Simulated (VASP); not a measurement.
# GaAs (F-43m) in VASP: notebook

GaAs is run at these levels: LDA; tasks: vibrations by perturbation theory.

All numbers are computed with VASP 6.6.1; they aren't measurements. Logs are shortened: lines on timing, memory, paths and dates and some standing lists are left out, and cuts for length are marked.

## 1. The cell of the first run

It takes space group F-43m (No. 216, cubic). The conventional cell has a = 5.425 Å, b = 5.425 Å, c = 5.425 Å, α = 90.00°, β = 90.00°, γ = 90.00°. Ga (site symmetry -43m) has 4 As at 2.35 Å within 3.1 Å. Within 3.1 Å of As (site symmetry -43m) lie 4 Ga at 2.35 Å.

## 2. Vibrations by perturbation theory, LDA

INCAR reads:

```
PREC = Accurate ; ENCUT = 520
EDIFF = 1E-8 ; ISMEAR = 0
SIGMA = 0.01 ; LREAL = F
LASPH = T ; NELM = 60
ALGO = Normal ; ISIF = 2
LWAVE = F ; LCHARG = F
GGA = CA ; IBRION = 8
NSW = 1 ; LEPSILON = T
```

KPOINTS reads:

```
regular mesh
0
Gamma
  12 12 12
```

POSCAR reads:

```
GaAs
1.0
    0.0000000000      2.7125930617      2.7125930617
    2.7125930617      0.0000000000      2.7125930617
    2.7125930617      2.7125930617      0.0000000000
Ga As
1 1
Direct
    0.0000000000      0.0000000000      0.0000000000
    0.7500000000      0.7500000000      0.7500000000
```

Potentials or basis: VASP PAW LDA potentials, release 64 (Ga_d, As).

On the command line:

```bash
> cat potpaw_LDA.64/Ga_d/POTCAR potpaw_LDA.64/As/POTCAR > POTCAR
> mpirun -np 1 vasp_std > vasp.out
```

OUTCAR:

```text
PREC = Accurate
   ENCUT = 520
   EDIFF = 1E-8
   ISMEAR = 0
   LREAL = F
   LASPH = T
   NELM = 60
   ISIF = 2
   GGA = CA
   IBRION = 8
   NSW = 1
   LEPSILON = T

 ion  position               nearest neighbor table
   1  0.000  0.000  0.000-   2 2.35   2 2.35   2 2.35   2 2.35
   2  0.750  0.750  0.750-   1 2.35   1 2.35   1 2.35   1 2.35

  LATTYP: Found a face centered cubic cell.
 ALAT       =     5.4251861234

  Lattice vectors:

 A1 = (   0.0000000000,   2.7125930617,   2.7125930617)
 A2 = (   2.7125930617,   0.0000000000,   2.7125930617)
 A3 = (   2.7125930617,   2.7125930617,   0.0000000000)

Analysis of symmetry for initial positions (statically):
=====================================================================
 Subroutine PRICEL returns:
 Original cell was already a primitive cell.

 Routine SETGRP: Setting up the symmetry group for a
 face centered cubic supercell.

 Subroutine GETGRP returns: Found 24 space group operations
 (whereof 24 operations were pure point group operations)
 out of a pool of 48 trial point group operations.

The static configuration has the point symmetry T_d .

Analysis of symmetry for dynamics (positions and initial velocities):
=====================================================================
 Subroutine PRICEL returns:
 Original cell was already a primitive cell.

 Routine SETGRP: Setting up the symmetry group for a
 face centered cubic supercell.

 Subroutine GETGRP returns: Found 24 space group operations
 (whereof 24 operations were pure point group operations)
 out of a pool of 48 trial point group operations.

The dynamic configuration has the point symmetry T_d .

 Subroutine INISYM returns: Found 24 space group operations
 (whereof 24 operations are pure point group operations),
 and found     1 'primitive' translations

----------------------------------------------------------------------------------------

                                     Primitive cell

  volume of cell :      39.9194

  direct lattice vectors                    reciprocal lattice vectors
     0.000000000  2.712593062  2.712593062    -0.184325473  0.184325473  0.184325473
     2.712593062  0.000000000  2.712593062     0.184325473 -0.184325473  0.184325473
     2.712593062  2.712593062  0.000000000     0.184325473  0.184325473 -0.184325473

  length of vectors
     3.836185897  3.836185897  3.836185897     0.319261085  0.319261085  0.319261085

  position of ions in fractional coordinates (direct lattice)
     0.000000000  0.000000000  0.000000000
     0.750000000  0.750000000  0.750000000

  ion indices of the primitive-cell ions
   primitive index   ion index
                 1           1
                 2           2

----------------------------------------------------------------------------------------

 KPOINTS: regular mesh

Automatic generation of k-mesh.
 Grid dimensions read from file:
 generate k-points for:   12   12   12

 Generating k-lattice:

  Cartesian coordinates                     Fractional coordinates (reciprocal lattice)
    -0.015360456  0.015360456  0.015360456     0.083333333  0.000000000  0.000000000
     0.015360456 -0.015360456  0.015360456     0.000000000  0.083333333  0.000000000
     0.015360456  0.015360456 -0.015360456     0.000000000  0.000000000  0.083333333

[... 531 lines left out ...]
  ---------------------------------------------------
  free energy    TOTEN  =        -1.31838779 eV

  energy without entropy =       -1.31838779

------------------------ aborting loop because EDIFF is reached ----------------------------------------

--------------------------------------- Ionic step        2  -------------------------------------------

------------------------ aborting loop because EDIFF is reached ----------------------------------------

--------------------------------------- Ionic step        3  -------------------------------------------

------------------------ aborting loop because EDIFF is reached ----------------------------------------

 PIEZOELECTRIC TENSOR FIELD DIRECTION 3  (e Angst)
 -----------------------------------------------------------------------------
    -0.00053  1.79165  0.00000           (  0.00000  0.02254  0.00000)
     1.79165 -0.00053  0.00000           (  0.02254  0.00000  0.00000)
     0.00000  0.00000 -0.00114           (  0.00000  0.00000  0.00000)

 PIEZOELECTRIC TENSOR FIELD DIRECTION 3  (C/m^2)
 -----------------------------------------------------------------------------
    -0.00021  0.71908  0.00000
     0.71908 -0.00021  0.00000
     0.00000  0.00000 -0.00046

--------------------------------------- Ionic step        4  -------------------------------------------

------------------------ aborting loop because EDIFF is reached ----------------------------------------

[... ionic steps 5 to 6 ...]

--------------------------------------- Ionic step        7  -------------------------------------------

 Free energy of the ion-electron system (eV)
  ---------------------------------------------------
  ---------------------------------------------------
  free energy    TOTEN  =        -0.04457766 eV

  energy without entropy =       -0.04457766

------------------------ aborting loop because EDIFF is reached ----------------------------------------

 INTERNAL STRAIN TENSOR  FOR ION    2  DIRECTION 1   (eV/Angst):
 -----------------------------------------------------------------------------
    -0.00718  0.00000  0.00000
     0.00000  0.00450 11.68076
     0.00000 11.68076  0.00450

 MACROSCOPIC STATIC DIELECTRIC TENSOR (including local field effects in DFT)
 ------------------------------------------------------
          12.341030    -0.000000     0.000000
           0.000000    12.341030     0.000000
          -0.000000     0.000000    12.341030
 ------------------------------------------------------

 PIEZOELECTRIC TENSOR (including local field effects)  for field in x, y, z        (e  Angst)
          XX          YY          ZZ          XY          YZ          ZX
  --------------------------------------------------------------------------------
  x     0.00000    -0.00000     0.00000     0.00000     1.79722     0.00000
  y     0.00000     0.00000     0.00000     0.00000     0.00000     1.79722
  z    -0.00000     0.00000    -0.00000     1.79722     0.00000     0.00000

 PIEZOELECTRIC TENSOR (including local field effects)  for field in x, y, z        (C/m^2)
          XX          YY          ZZ          XY          YZ          ZX
  --------------------------------------------------------------------------------
  x     0.00000    -0.00000     0.00000     0.00000     0.72132     0.00000
  y     0.00000     0.00000     0.00000     0.00000     0.00000     0.72132
  z    -0.00000     0.00000    -0.00000     0.72132     0.00000     0.00000

 BORN EFFECTIVE CHARGES (including local field effects) (in |e|, cummulative output)
 ---------------------------------------------------------------------------------
 ion    1
    1     1.88242     0.00000    -0.00000
    2    -0.00000     1.88242     0.00000
    3    -0.00000    -0.00000     1.88242
 ion    2
    1    -1.88242    -0.00000     0.00000
    2     0.00000    -1.88242    -0.00000
    3     0.00000     0.00000    -1.88242

 INTERNAL STRAIN TENSOR FOR ION    2 for displacements in x,y,z  (eV/Angst):
          X           Y           Z          XY          YZ          ZX
  --------------------------------------------------------------------------------
  x     0.00000     0.00000     0.00000     0.00000    11.68076     0.00000
  y     0.00000     0.00000     0.00000     0.00000     0.00000    11.68076
  z     0.00000     0.00000     0.00000    11.68076     0.00000     0.00000

 SECOND DERIVATIVES (NOT SYMMETRIZED)
 ------------------------------------
               1X          1Y          1Z          2X          2Y          2Z
  1X   -12.222596    0.000000    0.000000   12.222596    0.000000    0.000000
  1Y     0.000000  -12.222596    0.000000    0.000000   12.222596    0.000000
  1Z     0.000000    0.000000  -12.222596    0.000000    0.000000   12.222596
  2X    12.260638    0.000000    0.000000  -12.260638    0.000000    0.000000
  2Y     0.000000   12.260638    0.000000    0.000000  -12.260638    0.000000
  2Z     0.000000    0.000000   12.260638    0.000000    0.000000  -12.260638

 Eigenvectors and eigenvalues of the dynamical matrix
 ----------------------------------------------------

   1 f  =    9.101587 THz    57.186957 2PiTHz  303.596260 cm-1    37.641122 meV
             X         Y         Z           dx          dy          dz
      0.000000  0.000000  0.000000     0.000000    0.719163    0.000000
      4.068890  4.068890  4.068890    -0.000000   -0.694841    0.000000
[... 21 lines left out ...]
   6 f/i=    0.007067 THz     0.044401 2PiTHz    0.235720 cm-1     0.029226 meV
             X         Y         Z           dx          dy          dz
      0.000000  0.000000  0.000000     0.297457    0.137281    0.612763
      4.068890  4.068890  4.068890     0.307869    0.142086    0.634211

--------------------------------------------------------------------------------------------------------

 MACROSCOPIC STATIC DIELECTRIC TENSOR IONIC CONTRIBUTION
 ------------------------------------------------------
           1.312132    -0.000000    -0.000000
          -0.000000     1.312132    -0.000000
          -0.000000    -0.000000     1.312132
 ------------------------------------------------------

 ELASTIC MODULI CONTR FROM IONIC RELAXATION (kBar)
 Direction    XX          YY          ZZ          XY          YZ          ZX
 --------------------------------------------------------------------------------
 XX          -0.0000     -0.0000     -0.0000     -0.0000      0.0000     -0.0000
 YY          -0.0000     -0.0000     -0.0000     -0.0000     -0.0000      0.0000
 ZZ          -0.0000     -0.0000     -0.0000      0.0000     -0.0000     -0.0000
 XY          -0.0000     -0.0000      0.0000   -444.0997      0.0000      0.0000
 YZ           0.0000     -0.0000     -0.0000      0.0000   -444.0997      0.0000
 ZX          -0.0000      0.0000     -0.0000      0.0000      0.0000   -444.0997
 --------------------------------------------------------------------------------

 PIEZOELECTRIC TENSOR IONIC CONTR  for field in x, y, z        (C/m^2)
          XX          YY          ZZ          XY          YZ          ZX
  --------------------------------------------------------------------------------
  x     0.00000    -0.00000    -0.00000     0.00000    -0.71829    -0.00000
  y    -0.00000     0.00000    -0.00000    -0.00000     0.00000    -0.71829
  z    -0.00000    -0.00000     0.00000    -0.71829     0.00000     0.00000
```

It took 11 min on 1 thread of Intel Xeon 6975P-C (Granite Rapids), shared host; peak memory 0.45 GiB.

Results:

- Electronic dielectric tensor (diagonal): 12.34
- Born charges (mean of the diagonal): Ga +1.88; As -1.88 e
- Highest phonon frequency at Γ, LO-TO splitting left out: 304 cm⁻¹

Phonon frequencies in cm⁻¹ (negative: imaginary):
| q point | frequencies |
| --- | --- |
| (0.000, 0.000, 0.000) | 0 0 0 304 304 304 |

Electronic dielectric tensor:
```
12.34  0.00  0.00
 0.00 12.34  0.00
 0.00  0.00 12.34
```

Born effective charge tensors (e):
atom 1, Ga
```
1.88 0.00 0.00
0.00 1.88 0.00
0.00 0.00 1.88
```
atom 2, As
```
-1.88  0.00  0.00
 0.00 -1.88  0.00
 0.00  0.00 -1.88
```

Caveat: the cell wasn't relaxed at this level first, which shifts response properties.

## 3. Vibrations by perturbation theory, LDA

This run uses another cell than the first one, of 21.70 Å³/atom, 1.087 times its volume.

INCAR reads:

```
PREC = Accurate
ENCUT = 520
EDIFF = 1E-8
ISMEAR = 0
SIGMA = 0.01
LREAL = False
LASPH = True
NELM = 100
ALGO = Normal
ISIF = 2
LWAVE = False
LCHARG = False
GGA = CA
NBANDS = 16
IBRION = 8
NSW = 1
LEPSILON = True
```

KPOINTS is that of step 2.

POSCAR reads:

```
GaAs
1.0
    0.0000000000      2.7894087883      2.7894087883
    2.7894087883      0.0000000000      2.7894087883
    2.7894087883      2.7894087883      0.0000000000
Ga As
1 1
Direct
    0.0000000000      0.0000000000      0.0000000000
    0.7500000000      0.7500000000      0.7500000000
```

Potentials or basis: VASP PAW LDA potentials, release 64 (Ga_d, As).

On the command line:

```bash
> cat potpaw_LDA.64/Ga_d/POTCAR potpaw_LDA.64/As/POTCAR > POTCAR
> mpirun -np 1 vasp_std > vasp.out
```

OUTCAR:

```text
PREC = Accurate
   ENCUT = 520
   EDIFF = 1E-8
   ISMEAR = 0
   LREAL = False
   LASPH = True
   NELM = 100
   ISIF = 2
   GGA = CA
   IBRION = 8
   NSW = 1
   LEPSILON = True

 ion  position               nearest neighbor table
   1  0.000  0.000  0.000-   2 2.42   2 2.42   2 2.42   2 2.42
   2  0.750  0.750  0.750-   1 2.42   1 2.42   1 2.42   1 2.42

  LATTYP: Found a face centered cubic cell.
 ALAT       =     5.5788175766

  Lattice vectors:

 A1 = (   0.0000000000,   2.7894087883,   2.7894087883)
 A2 = (   2.7894087883,   0.0000000000,   2.7894087883)
 A3 = (   2.7894087883,   2.7894087883,   0.0000000000)

Analysis of symmetry for initial positions (statically):
=====================================================================
 Subroutine PRICEL returns:
 Original cell was already a primitive cell.

 Routine SETGRP: Setting up the symmetry group for a
 face centered cubic supercell.

 Subroutine GETGRP returns: Found 24 space group operations
 (whereof 24 operations were pure point group operations)
 out of a pool of 48 trial point group operations.

The static configuration has the point symmetry T_d .

Analysis of symmetry for dynamics (positions and initial velocities):
=====================================================================
 Subroutine PRICEL returns:
 Original cell was already a primitive cell.

 Routine SETGRP: Setting up the symmetry group for a
 face centered cubic supercell.

 Subroutine GETGRP returns: Found 24 space group operations
[... 715 lines left out ...]
          XX          YY          ZZ          XY          YZ          ZX
  --------------------------------------------------------------------------------
  x     0.00000     0.00000     0.00000    -0.00000     0.80321    -0.00000
  y    -0.00000    -0.00000     0.00000     0.00000    -0.00000     0.80321
  z    -0.00000     0.00000     0.00000     0.80321     0.00000    -0.00000

 BORN EFFECTIVE CHARGES (including local field effects) (in |e|, cummulative output)
 ---------------------------------------------------------------------------------
 ion    1
    1     2.04784     0.00000     0.00000
    2     0.00000     2.04784     0.00000
    3     0.00000     0.00000     2.04784
 ion    2
    1    -2.04784     0.00000    -0.00000
    2    -0.00000    -2.04784    -0.00000
    3     0.00000     0.00000    -2.04784

 INTERNAL STRAIN TENSOR FOR ION    2 for displacements in x,y,z  (eV/Angst):
          X           Y           Z          XY          YZ          ZX
  --------------------------------------------------------------------------------
  x    -0.00000     0.00000     0.00000     0.00000     7.96980     0.00000
  y     0.00000     0.00000     0.00000     0.00000     0.00000     7.96980
  z     0.00000     0.00000    -0.00000     7.96980     0.00000     0.00000

 SECOND DERIVATIVES (NOT SYMMETRIZED)
 ------------------------------------
               1X          1Y          1Z          2X          2Y          2Z
  1X   -10.069559    0.000000    0.000000   10.069559    0.000000    0.000000
  1Y     0.000000  -10.069559    0.000000    0.000000   10.069559    0.000000
  1Z     0.000000    0.000000  -10.069559    0.000000    0.000000   10.069559
  2X    10.033099    0.000000    0.000000  -10.033099    0.000000    0.000000
  2Y     0.000000   10.033099    0.000000    0.000000  -10.033099    0.000000
  2Z     0.000000    0.000000   10.033099    0.000000    0.000000  -10.033099

 Eigenvectors and eigenvalues of the dynamical matrix
 ----------------------------------------------------

   1 f  =    8.247756 THz    51.822179 2PiTHz  275.115524 cm-1    34.109962 meV
             X         Y         Z           dx          dy          dz
      0.000000  0.000000  0.000000    -0.720331    0.000000    0.000000
      4.184113  4.184113  4.184113     0.693630    0.000000    0.000000
[... 21 lines left out ...]
   6 f/i=    0.007474 THz     0.046962 2PiTHz    0.249312 cm-1     0.030911 meV
             X         Y         Z           dx          dy          dz
      0.000000  0.000000  0.000000     0.000000   -0.346850   -0.600681
      4.184113  4.184113  4.184113     0.000000   -0.360202   -0.623804

--------------------------------------------------------------------------------------------------------

 MACROSCOPIC STATIC DIELECTRIC TENSOR IONIC CONTRIBUTION
 ------------------------------------------------------
           1.739274     0.000000     0.000000
           0.000000     1.739274     0.000000
           0.000000     0.000000     1.739274
 ------------------------------------------------------

 ELASTIC MODULI CONTR FROM IONIC RELAXATION (kBar)
 Direction    XX          YY          ZZ          XY          YZ          ZX
 --------------------------------------------------------------------------------
 XX          -0.0000      0.0000      0.0000     -0.0000      0.0000     -0.0000
 YY           0.0000     -0.0000     -0.0000     -0.0000     -0.0000     -0.0000
 ZZ           0.0000     -0.0000     -0.0000      0.0000     -0.0000     -0.0000
 XY          -0.0000     -0.0000      0.0000   -231.2995      0.0000      0.0000
 YZ           0.0000     -0.0000     -0.0000      0.0000   -231.2995      0.0000
 ZX          -0.0000     -0.0000     -0.0000      0.0000      0.0000   -231.2995
 --------------------------------------------------------------------------------

 PIEZOELECTRIC TENSOR IONIC CONTR  for field in x, y, z        (C/m^2)
          XX          YY          ZZ          XY          YZ          ZX
  --------------------------------------------------------------------------------
  x     0.00000    -0.00000    -0.00000    -0.00000    -0.59682     0.00000
  y    -0.00000    -0.00000    -0.00000    -0.00000    -0.00000    -0.59682
  z    -0.00000    -0.00000     0.00000    -0.59682     0.00000     0.00000
```

Run time: 26 min. Hardware: 1 thread of Intel Xeon Platinum 8259CL at 2.50GHz (Skylake/Cascade Lake), shared host; peak memory 0.55 GiB.

Results:

```yaml
Electronic_dielectric_tensor_diagonal: 15.79
Born_charges_mean_of_the_diagonal: Ga +2.05; As -2.05 e
Highest_phonon_frequency_at_Γ_LO-TO_splitting_left_out: 275 cm⁻¹
```

Phonon frequencies in cm⁻¹ (negative: imaginary):
| q point | frequencies |
| --- | --- |
| (0.000, 0.000, 0.000) | 0 0 0 275 275 275 |

Electronic dielectric tensor:
```
15.79  0.00  0.00
 0.00 15.79  0.00
 0.00  0.00 15.79
```

Born effective charge tensors (e):
atom 1, Ga
```
2.05 0.00 0.00
0.00 2.05 0.00
0.00 0.00 2.05
```
atom 2, As
```
-2.05  0.00  0.00
 0.00 -2.05  0.00
 0.00  0.00 -2.05
```

Caveat: the cell wasn't relaxed at this level first, which shifts response properties.

[end of part 1 of 2]
